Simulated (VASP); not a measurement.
# B (P4/mmm) in VASP: settings compared, part 2 of 2

VASP 6.6.1. Earlier steps stand in the parts before.

## (4) Single point, RPBE

This run uses another cell than the first one, of 8.85 Å³/atom, 1.060 times its volume.

The input, INCAR:

```
PREC = Accurate ; ENCUT = 520
EDIFF = 1E-7 ; ISMEAR = -1
SIGMA = 0.05 ; LREAL = False
LASPH = True ; NELM = 60
ALGO = Normal ; ISIF = 2
LWAVE = False ; LCHARG = False
GGA = RP ; NBANDS = 8
```

The input, KPOINTS:

```
Automatic mesh
0
Gamma
  11 11 16
```

The input, POSCAR:

```
B
1.0
    2.3562959166      0.0000000000      0.0000000000
    0.0000000000      2.3562959166      0.0000000000
    0.0000000000      0.0000000000      1.5937785605
B
1
Direct
    0.5000000000      0.5000000000      0.5000000000
```

Potentials or basis: VASP PAW PBE potentials, release 64 (B).

On the command line:

```bash
cat potpaw_PBE.64/B/POTCAR > POTCAR
mpirun -np 1 vasp_std > vasp.out
```

OUTCAR:

```text
PREC = Accurate
   ENCUT = 520
   EDIFF = 1E-7
   ISMEAR = -1
   LREAL = False
   LASPH = True
   NELM = 60
   ISIF = 2
   GGA = RP

 ion  position               nearest neighbor table
   1  0.500  0.500  0.500-

  LATTYP: Found a simple tetragonal cell.
 ALAT       =     2.3562959166
 C/A-ratio  =     0.6763915132

  Lattice vectors:

 A1 = (   2.3562959166,   0.0000000000,   0.0000000000)
 A2 = (   0.0000000000,   2.3562959166,   0.0000000000)
 A3 = (   0.0000000000,   0.0000000000,   1.5937785605)

Analysis of symmetry for initial positions (statically):
=====================================================================
 Subroutine PRICEL returns:
 Original cell was already a primitive cell.

 Routine SETGRP: Setting up the symmetry group for a
 simple tetragonal supercell.

 Subroutine GETGRP returns: Found 16 space group operations
 (whereof 16 operations were pure point group operations)
 out of a pool of 16 trial point group operations.

The static configuration has the point symmetry D_4h.

Analysis of symmetry for dynamics (positions and initial velocities):
=====================================================================
 Subroutine PRICEL returns:
 Original cell was already a primitive cell.

 Routine SETGRP: Setting up the symmetry group for a
 simple tetragonal supercell.

 Subroutine GETGRP returns: Found 16 space group operations
 (whereof 16 operations were pure point group operations)
 out of a pool of 16 trial point group operations.

The dynamic configuration has the point symmetry D_4h.

 Subroutine INISYM returns: Found 16 space group operations
 (whereof 16 operations are pure point group operations),
 and found     1 'primitive' translations

----------------------------------------------------------------------------------------

                                     Primitive cell

  volume of cell :       8.8489

  direct lattice vectors                    reciprocal lattice vectors
     2.356295917  0.000000000  0.000000000     0.424394913  0.000000000  0.000000000
     0.000000000  2.356295917  0.000000000     0.000000000  0.424394913  0.000000000
     0.000000000  0.000000000  1.593778561     0.000000000  0.000000000  0.627439736

  length of vectors
     2.356295917  2.356295917  1.593778561     0.424394913  0.424394913  0.627439736

  position of ions in fractional coordinates (direct lattice)
     0.500000000  0.500000000  0.500000000

  ion indices of the primitive-cell ions
   primitive index   ion index
                 1           1

----------------------------------------------------------------------------------------

 KPOINTS: Automatic mesh

Automatic generation of k-mesh.
 Grid dimensions read from file:
 generate k-points for:   11   11   16

 Generating k-lattice:

  Cartesian coordinates                     Fractional coordinates (reciprocal lattice)
     0.038581356  0.000000000  0.000000000     0.090909091  0.000000000  0.000000000
     0.000000000  0.038581356  0.000000000     0.000000000  0.090909091  0.000000000
     0.000000000  0.000000000  0.039214984     0.000000000  0.000000000  0.062500000

  Length of vectors
     0.038581356  0.038581356  0.039214984

  Shift w.r.t. Gamma in fractional coordinates (k-lattice)
     0.000000000  0.000000000  0.000000000

 Subroutine IBZKPT returns following result:
 ===========================================

 Found    189 irreducible k-points:

 Following reciprocal coordinates:
            Coordinates               Weight
  0.000000  0.000000  0.000000      1.000000
  0.090909  0.000000  0.000000      4.000000
  0.181818  0.000000  0.000000      4.000000
  0.272727  0.000000  0.000000      4.000000
  0.363636  0.000000  0.000000      4.000000
  0.454545  0.000000  0.000000      4.000000
[... 16 lines left out ...]
  0.090909  0.000000  0.062500      8.000000
  0.181818  0.000000  0.062500      8.000000
 [... further k-points ...]
   k-points           NKPTS =    189   k-points in BZ     NKDIM =    189   number of bands    NBANDS=      8
   number of dos      NEDOS =    301   number of ions     NIONS =      1
   total plane-waves  NPLWV =   3888
   dimension x,y,z NGX =    18 NGY =   18 NGZ =   12
   dimension x,y,z NGXF=    36 NGYF=   36 NGZF=   24
   ions per type =               1
   NGX,Y,Z   is equivalent  to a cutoff of  12.70, 12.70, 12.52 a.u.
   NGXF,Y,Z  is equivalent  to a cutoff of  25.40, 25.40, 25.03 a.u.
 SYSTEM =  unknown system
   PREC   = accura    normal or accurate (medium, high low for compatibility)
   ISTART =      0    job   : 0-new  1-cont  2-samecut
   ICHARG =      2    charge: 1-file 2-atom 10-const
   ISPIN  =      1    spin polarized calculation?
   LNONCOLLINEAR =      F non collinear calculations
   LSORBIT =      F    spin-orbit coupling
   LASPH  =      T    aspherical Exc in radial PAW
   ENCUT  =  520.0 eV  38.22 Ry    6.18 a.u.   4.38  4.38  2.96*2*pi/ulx,y,z
   NELM   =     60;   NELMIN=  2; NELMDL= -5     # of ELM steps
   EDIFF  = 0.1E-06   stopping-criterion for ELM
   LREAL  =      F    real-space projection
   EDIFFG = 0.1E-05   stopping-criterion for IOM
   NSW    =      0    number of steps for IOM
   IBRION =     -1    ionic relax: 0-MD 1-quasi-New 2-CG
   NFREE  =      0    steps in history (QN), initial steepest desc. (CG)
   ISIF   =      2    stress and relaxation
   ISYM   =      2    0-nonsym 1-usesym 2-fastsym
   POTIM  = 0.5000    time-step for ionic-motion
   TEBEG  =    0.0;   TEEND  =   0.0 temperature during run
   PSTRESS=    0.0 pullay stress
   NELECT =       3.0000    total number of electrons
   NUPDOWN=      -1.0000    fix difference up-down
   EMIN   =  10.00;   EMAX   =-10.00  energy-range for DOS
   EFERMI =   0.00;   METHOD = LEGACY
   ISMEAR =    -1;   SIGMA  =   0.05  broadening in eV -4-tet -1-fermi 0-gaus
   EFERMI_NEDOS =   21; number of points for ismear=-14 and -15
   IALGO  =     38    algorithm
   IMIX   =      4    mixing-type and parameters
     AMIX     =   0.40;   BMIX     =  1.00
     AMIX_MAG =   1.60;   BMIX_MAG =  1.00
  volume/ion in A,a.u.               =       8.85        59.72
  Fermi-wavevector in a.u.,A,eV,Ry     =   1.141527  2.157172 17.729520  1.303083
  Thomas-Fermi vector in A             =   2.278227
   LORBIT       =      0    0 simple, 1 ext, 2 COOP (PROOUT), +10 PAW based schemes
   GGA     = RP    functional components
   LHFCALC =     F    Hartree Fock is set to
   AEXX    =    0.0000 exact exchange contribution
   IVDW    =     0    specifies the selected vdW correction
   LEPSILON=     F    determine dielectric tensor
   LRPA    =     F    only Hartree local field effects (RPA)
 non-spin polarized calculation
  energy-cutoff  :      520.00
  volume of cell :        8.85
 maximum number of plane-waves:       254
 NGX is ok and might be reduce to    18
   NGX =  9   NGY =  9   NGZ =  5

 number of electron       3.0000000 magnetization

 Free energy of the ion-electron system (eV)
  ---------------------------------------------------
  ext. energy  EPLUGINS =         0.00000000
  ---------------------------------------------------
  free energy    TOTEN  =        -5.37640048 eV

  energy without entropy =       -5.37445799  energy(sigma->0) =       -5.37542923

 E-fermi :   5.0170     XC(G=0): -10.9406

 val. band max:        5.0131497778   @ k =   0.4545   0.3636   0.1875
 cond. band min:       5.0414445257   @ k =   0.2727   0.1818   0.1875
 fundamental gap:      0.0282947479
 Fermi energy:         5.0170183133

 k-point     1 :       0.0000    0.0000    0.0000
  band No.  band energies     occupation
      1      -8.9312      2.00000
      2       9.4475      0.00000
      3       9.4475      0.00000
      4      19.1433      0.00000
      5      20.2468      0.00000
      6      31.1561      0.00000
      7      40.6173      0.00000
      8      40.6173      0.00000

 k-point     2 :       0.0909    0.0000    0.0000
  band No.  band energies     occupation
      1      -8.7486      2.00000
      2       8.1677      0.00000
      3       9.5679      0.00000
      4      19.8338      0.00000
      5      21.2515      0.00000
      6      31.2122      0.00000
      7      37.3225      0.00000
      8      38.8113      0.00000
[... 221 lines left out ...]
 k-point    23 :       0.0909    0.0000    0.0625
  band No.  band energies     occupation
      1      -8.5738      2.00000
      2       8.3658      0.00000
      3       9.7740      0.00000
      4      19.8827      0.00000
      5      21.1824      0.00000
      6      30.2761      0.00000
      7      37.5272      0.00000
      8      39.3163      0.00000

 k-point    24 :       0.1818    0.0000    0.0625
  band No.  band energies     occupation
      1      -8.0285      2.00000
      2       5.7600      0.00000
      3      10.1122      0.00000
      4      20.4303      0.00000
      5      24.3355      0.00000
      6      30.1943      0.00000
      7      33.9458      0.00000
      8      37.2392      0.00000

 [... further k-points ...]
[... 5 lines left out ...]
  --------------------------------------------------------------------------------------
  -------------------------------------------------------------------------------------
  Total       -0.0069987     -0.0069987     -0.0080708      0.0000000      0.0000000      0.0000000
  in kB       -1.2671884     -1.2671884     -1.4612921      0.0000000      0.0000000      0.0000000
  external PRESSURE =      -1.3318896 kB  Pullay stress =       0.0000000 kB

 VOLUME and BASIS-vectors are now :
 -----------------------------------------------------------------------------
  energy-cutoff  :      520.00
  volume of cell :        8.85
      direct lattice vectors                 reciprocal lattice vectors
     2.356295917  0.000000000  0.000000000     0.424394913  0.000000000  0.000000000
     0.000000000  2.356295917  0.000000000     0.000000000  0.424394913  0.000000000
     0.000000000  0.000000000  1.593778561     0.000000000  0.000000000  0.627439736

 POSITION                                       TOTAL-FORCE (eV/Angst)
 -----------------------------------------------------------------------------------
      1.17815      1.17815      0.79689         0.000000      0.000000      0.000000
 -----------------------------------------------------------------------------------
    total drift:                                0.000000      0.000000     -0.000000

  FREE ENERGIE OF THE ION-ELECTRON SYSTEM (eV)
  ---------------------------------------------------
  free  energy   TOTEN  =        -5.3764004785 eV

  energy  without entropy=       -5.3744579913  energy(sigma->0) =       -5.37542923
```

OSZICAR:

```text
N       E                     dE             d eps       ncg     rms          rms(c)
DAV:   1    -0.216017245601E+01   -0.21602E+01   -0.13248E+03  3232   0.261E+02
DAV:   2    -0.563774961540E+01   -0.34776E+01   -0.33235E+01  3960   0.395E+01
DAV:   3    -0.564475407751E+01   -0.70045E-02   -0.70031E-02  3440   0.194E+00
DAV:   4    -0.564475507603E+01   -0.99852E-06   -0.99831E-06  4488   0.210E-02
DAV:   5    -0.564475507570E+01    0.32489E-09   -0.10544E-09  3480   0.105E-04    0.354E+00
DAV:   6    -0.545126798965E+01    0.19349E+00   -0.13838E-01  3320   0.149E+00    0.199E+00
DAV:   7    -0.537622505376E+01    0.75043E-01   -0.19120E-01  3584   0.174E+00    0.212E-01
DAV:   8    -0.537639680700E+01   -0.17175E-03   -0.11453E-03  3120   0.279E-01    0.256E-02
DAV:   9    -0.537639841963E+01   -0.16126E-05   -0.28811E-05  4320   0.290E-02    0.123E-02
DAV:  10    -0.537640049023E+01   -0.20706E-05   -0.24612E-06  3512   0.983E-03    0.107E-03
DAV:  11    -0.537640047847E+01    0.11762E-07   -0.50178E-08  3680   0.122E-03
   1 F= -.53764005E+01 E0= -.53754292E+01  d E =-.194249E-02
```

stdout:

```text
POSCAR found type information on POSCAR B
 POSCAR found :  1 types and       1 ions
 scaLAPACK will be used
 -----------------------------------------------------------------------------
|                                                                             |
|                                                                             |
|     You enforced a specific xc type in the INCAR file but a different       |
|     I HOPE YOU KNOW WHAT YOU ARE DOING!                                     |
|                                                                             |
 -----------------------------------------------------------------------------

 LDA part: xc-table for (Slater+PW92), standard interpolation
 POSCAR, INCAR and KPOINTS ok, starting setup
 FFT: planning ... GRIDC
 FFT: planning ... GRID_SOFT
 FFT: planning ... GRID
 WAVECAR not read
 entering main loop
```

It took 17 s on 1 thread of AMD EPYC 7R13, shared host; peak memory 0.08 GiB.

Results:

| Item | Value |
| --- | --- |
| Free energy | -5.3764 eV |
| Pressure | -0.1 GPa |

Levels at points of the mesh, in eV from the Fermi level:
| k point | band 1 | band 2 | band 3 | band 4 | band 5 | band 6 |
| --- | --- | --- | --- | --- | --- | --- |
| (0.00, 0.00, 0.00) | -13.95 | 4.43 | 4.43 | 14.13 | 15.23 | 26.14 |
| (0.00, 0.00, 0.50) | -5.92 | 1.29 | 13.51 | 13.51 | 21.23 | 26.34 |

Caveat: the PAW data sets were made with another functional, which shifts forces and pressure a little.

## (5) Single point, revPBE

This run uses another cell than the first one, of 8.80 Å³/atom, 1.054 times its volume.

The input, INCAR:

```
ALGO = Normal ; EDIFF = 1E-7
ENCUT = 520 ; GGA = RE
ISIF = 2 ; ISMEAR = -1
LASPH = T ; LCHARG = F
LREAL = F ; LWAVE = F
NBANDS = 8 ; NELM = 100
PREC = Accurate ; SIGMA = 0.05
```

The input, KPOINTS:

```
k-points
0
Gamma
  11 11 16
```

The input, POSCAR:

```
B
1.0
    2.3504240675      0.0000000000      0.0000000000
    0.0000000000      2.3504240675      0.0000000000
    0.0000000000      0.0000000000      1.5924217296
B
1
Direct
    0.5000000000      0.5000000000      0.5000000000
```

Potentials or basis: VASP PAW PBE potentials, release 64 (B).

On the command line:

```bash
cat potpaw_PBE.64/B/POTCAR > POTCAR
mpirun -np 1 vasp_std > vasp.out
```

OUTCAR:

```text
EDIFF = 1E-7
   ENCUT = 520
   GGA = RE
   ISIF = 2
   ISMEAR = -1
   LASPH = T
   LREAL = F
   NELM = 100
   PREC = Accurate

 ion  position               nearest neighbor table
   1  0.500  0.500  0.500-

  LATTYP: Found a simple tetragonal cell.
 ALAT       =     2.3504240675
 C/A-ratio  =     0.6775040094

  Lattice vectors:

 A1 = (   2.3504240675,   0.0000000000,   0.0000000000)
 A2 = (   0.0000000000,   2.3504240675,   0.0000000000)
 A3 = (   0.0000000000,   0.0000000000,   1.5924217296)

Analysis of symmetry for initial positions (statically):
=====================================================================
 Subroutine PRICEL returns:
 Original cell was already a primitive cell.

 Routine SETGRP: Setting up the symmetry group for a
 simple tetragonal supercell.

 Subroutine GETGRP returns: Found 16 space group operations
 (whereof 16 operations were pure point group operations)
 out of a pool of 16 trial point group operations.

The static configuration has the point symmetry D_4h.

[... 153 lines left out ...]
  ---------------------------------------------------
  free energy    TOTEN  =        -5.44055753 eV

  energy without entropy =       -5.43861948  energy(sigma->0) =       -5.43958851

 E-fermi :   5.0527     XC(G=0): -10.9742

 val. band max:        4.9536994286   @ k =   0.3636   0.0000   0.3125
 cond. band min:       5.0620024615   @ k =   0.4545   0.3636   0.1875
 fundamental gap:      0.1083030329
 Fermi energy:         5.0527496966

 k-point     1 :       0.0000    0.0000    0.0000
  band No.  band energies     occupation
      1      -8.9357      2.00000
      2       9.5181      0.00000
      3       9.5181      0.00000
      4      19.2420      0.00000
      5      20.3710      0.00000
      6      31.2018      0.00000
      7      40.8055      0.00000
      8      40.8055      0.00000
[... 243 lines left out ...]
 k-point    24 :       0.1818    0.0000    0.0625
  band No.  band energies     occupation
      1      -8.0290      2.00000
      2       5.8103      0.00000
      3      10.1862      0.00000
      4      20.5425      0.00000
      5      24.4625      0.00000
      6      30.2546      0.00000
      7      34.1138      0.00000
      8      37.4119      0.00000

 [... further k-points ...]
[... 5 lines left out ...]
  --------------------------------------------------------------------------------------
  -------------------------------------------------------------------------------------
  Total       -0.0053877     -0.0053877     -0.0059052      0.0000000      0.0000000      0.0000000
  in kB       -0.9812220     -0.9812220     -1.0754568      0.0000000      0.0000000      0.0000000
  external PRESSURE =      -1.0126336 kB  Pullay stress =       0.0000000 kB

 VOLUME and BASIS-vectors are now :
 -----------------------------------------------------------------------------
  energy-cutoff  :      520.00
  volume of cell :        8.80
      direct lattice vectors                 reciprocal lattice vectors
     2.350424068  0.000000000  0.000000000     0.425455140  0.000000000  0.000000000
     0.000000000  2.350424068  0.000000000     0.000000000  0.425455140  0.000000000
     0.000000000  0.000000000  1.592421730     0.000000000  0.000000000  0.627974350

 POSITION                                       TOTAL-FORCE (eV/Angst)
 -----------------------------------------------------------------------------------
      1.17521      1.17521      0.79621         0.000000      0.000000      0.000000
 -----------------------------------------------------------------------------------
    total drift:                                0.000000      0.000000     -0.000000

  FREE ENERGIE OF THE ION-ELECTRON SYSTEM (eV)
  ---------------------------------------------------
  free  energy   TOTEN  =        -5.4405575284 eV

  energy  without entropy=       -5.4386194828  energy(sigma->0) =       -5.43958851
```

It took 19 s on 1 thread of AMD EPYC 7R13, shared host; peak memory 0.08 GiB.

Results:

| Quantity | Value |
| --- | --- |
| Free energy | -5.4406 eV |
| Pressure | -0.1 GPa |

Levels at points of the mesh, in eV from the Fermi level:
| k point | band 1 | band 2 | band 3 | band 4 |
| --- | --- | --- | --- | --- |
| (0.00, 0.00, 0.00) | -13.99 | 4.47 | 4.47 | 14.19 |
| (0.00, 0.00, 0.50) | -5.96 | 1.27 | 13.55 | 13.55 |

Caveat: the PAW data sets were made with another functional, which shifts forces and pressure a little.

## (6) Summary

| level | cell | gap on the mesh (eV) | pressure (GPa) |
| --- | --- | --- | --- |
| PBEsol | a = 2.294, b = 2.294, c = 1.587 Å, 1 atom | none | 0.1 |
| PBE | a = 2.333, b = 2.333, c = 1.587 Å, 1 atom | none | -0.1 |
| RPBE | a = 2.356, b = 2.356, c = 1.594 Å, 1 atom | none | -0.1 |
| revPBE | a = 2.350, b = 2.350, c = 1.592 Å, 1 atom | none | -0.1 |

Alike in all rows: task single point; potentials or basis VASP PAW PBE potentials, release 64 (B); no spin polarisation; k mesh 11 × 11 × 16; cutoff (eV) 520; smearing fermi-dirac 0.05 eV.

Caveats: the PAW data sets were made with another functional, which shifts forces and pressure a little (some runs).

Total energies depend on the potentials used, so only differences within one code and one set of settings carry meaning.
